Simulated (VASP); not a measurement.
A run of VASP 6.6.1:

The input INCAR:

```
  PREC = Accurate
  ENCUT = 520
  EDIFF = 1E-7
  ISMEAR = 0
  SIGMA = 0.05
  LREAL = F
  LASPH = T
  NELM = 60
  ALGO = Normal
  ISIF = 2
  LWAVE = F
  LCHARG = T
  GGA = PE
  LELF = T
  LVHAR = T
  NBANDS = 18
```

KPOINTS

```
Automatic mesh
0
Gamma
  8 8 8
```

File POSCAR:

```
HfO2
1.0
    0.0000000000      2.6508762353      2.5489194570
    2.4808633075      0.0000000000      2.5489194570
    2.4808633075      2.6508762353      0.0000000000
Hf O
1 2
Direct
    0.0000000000      0.0000000000      0.0000000000
    0.2500000000      0.2500000000      0.2500000000
    0.7500000000      0.7500000000      0.7500000000
```

Potentials or basis: VASP PAW PBE potentials, release 64 (Hf_pv, O).

The run is started by

```console
$ cat potpaw_PBE.64/Hf_pv/POTCAR potpaw_PBE.64/O/POTCAR > POTCAR
$ mpirun -np 1 vasp_std > vasp.out
```

Hardware: 1 thread of Intel Xeon 6975P-C, with other jobs on the host.

Estimate the wall time of this run.

Wall time 47 s on 1 thread of Intel Xeon 6975P-C, on a shared host, peak memory 0.2 GiB. Counts: scf iterations 15, k points 95.
